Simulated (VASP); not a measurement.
Crystal: SrTiO3.

```xyz
5
Lattice="3.9050 0.0000 0.0000 0.0000 3.9050 0.0000 0.0000 0.0000 3.9050" Properties=species:S:1:pos:R:3 pbc="T T T"
Sr    0.0000    0.0000    0.0000
Ti    1.9525    1.9525    1.9525
O     1.9525    1.9525    0.0000
O     1.9525    0.0000    1.9525
O     0.0000    1.9525    1.9525
```

Program: VASP 6.6.1. Alike in all runs: task single point; no spin polarisation; cell as given; k mesh 6 × 6 × 6; smearing gaussian 0.03 eV.

Q: Order these runs on this cell by their pressure, lowest first.
A. level PBE; potentials or basis VASP PAW PBE potentials, release 64 (Sr_sv, Ti_sv, O); cutoff (eV) 600
B. level r2SCAN; potentials or basis VASP PAW PBE potentials, release 64 (Sr_sv, Ti_sv, O); cutoff (eV) 660
C. level LDA; potentials or basis VASP PAW LDA potentials, release 64 (Sr_sv, Ti_sv, O); cutoff (eV) 600

A: C (-6.5 GPa), B (1.0 GPa), A (4.8 GPa).

Caveats: the PAW data sets were made with another functional, which shifts forces and pressure a little (some runs).
